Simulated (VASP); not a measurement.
A run of VASP 6.6.1 is set up as follows.

The input INCAR:

```
PREC = Accurate ; ENCUT = 520
EDIFF = 1E-7 ; ISMEAR = -1
SIGMA = 0.1 ; LREAL = False
LASPH = True ; NELM = 100
ALGO = Normal ; ISIF = 2
LWAVE = False ; LCHARG = True
GGA = PE ; LELF = True
LVHAR = True ; NBANDS = 12
```

Contents of KPOINTS:

```
Automatic mesh
0
Gamma
  19 19 19
```

Contents of POSCAR:

```
Hg
1.0
   -1.9370000195      1.9370000195      1.9370000195
    1.9370000195     -1.9370000195      1.9370000195
    1.9370000195      1.9370000195     -1.9370000195
Hg
1
Direct
    0.0000000000      0.0000000000      0.0000000000
```

Potentials or basis: VASP PAW PBE potentials, release 64 (Hg).

Launch:

```bash
$ cat potpaw_PBE.64/Hg/POTCAR > POTCAR
$ mpirun -np 1 vasp_std > vasp.out
```

Question: Predict the pressure.

Answer: 0.1 GPa.

Question: What does it give for the band gap on the k mesh?

Answer: Zero (bands 6 and 7 overlap by 2.05 eV).

Caveat: spin-orbit coupling is left out, which moves the levels of the heavy elements.
